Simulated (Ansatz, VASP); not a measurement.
## Two plane-wave programs on TlCl

```
Tl Cl
1.0
     3.89724    0.00000    0.00000
     0.00000    5.51154    0.00000
     0.00000    0.00000   23.26730
Tl Cl
4 4
Direct
  0.00000 0.50000 0.32522
  0.00000 0.00000 0.43809
  0.00000 0.50000 0.56191
  0.00000 0.00000 0.67478
  0.50000 0.00000 0.32834
  0.50000 0.50000 0.43430
  0.50000 0.00000 0.56570
  0.50000 0.50000 0.67166
```

Alike in both runs: functional PBE; k mesh 7 × 5 × 1; occupations gaussian, width 0.05 eV; no spin polarisation.

Ansatz relaxed the structure, and its values are those at the end. VASP's run is a single point on that final structure, the one shown.

```csv
,VASP,Ansatz
version,VASP 6.6.1,Ansatz 0.2.0
potentials or method,"VASP PAW PBE potentials, release 64 (Tl_d, Cl), cutoff 520 eV","scalar-relativistic, plane waves, PAW"
valence electrons in the cell,80,80
```

```csv
,VASP,Ansatz,Ansatz less VASP
gap on the k mesh at the Fermi level (eV),2.86,2.85,-0.005
least direct gap on the mesh (eV),2.86,2.85,-0.005
rms of the force components (eV/Å),0.005,0.005,-0.0001
```

Spin-orbit coupling is off throughout.
